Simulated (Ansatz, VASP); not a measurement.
**TiPt3: VASP beside Ansatz**

```
Ti Pt
1.0
     3.89947    0.00000    0.00000
     0.00000    3.89947    0.00000
     0.00000    0.00000    3.89947
Ti Pt
1 3
Direct
  0.00000 0.00000 0.00000
  0.00000 0.50000 0.50000
  0.50000 0.00000 0.50000
  0.50000 0.50000 0.00000
```

Alike in both runs: functional PBEsol; k mesh 8 × 8 × 8; occupations fermi-dirac, width 0.1 eV; no spin polarisation.

Ansatz relaxed the structure, and its values are those at the end. VASP's run is a single point on that final structure, the one shown.

|  | VASP | Ansatz |
| --- | --- | --- |
| version | VASP 6.6.1 | Ansatz 0.2.0 |
| potentials or method | VASP PAW PBE potentials, release 64 (Ti_sv, Pt), cutoff 520 eV | PAW plane waves |
| valence electrons in the cell | 42 | 66 |

|  | VASP | Ansatz | Ansatz less VASP |
| --- | --- | --- | --- |
| gap on the k mesh at the Fermi level (eV) | none | none | - |
| pressure (GPa) | -0.2 | 0.0 | +0.22 |

VASP's potentials were made for PBE, not for PBEsol, and Ansatz warns of the same on its side. A gap of «none» marks a metal or a gap that the smearing closes. The functional is the same, so the differences come from potentials, cutoffs and numerics. VASP's potentials hold 42 valence electrons a cell and Ansatz's 66, so a difference there can come from the potentials and not from the codes.

Neither program's run includes spin-orbit coupling.
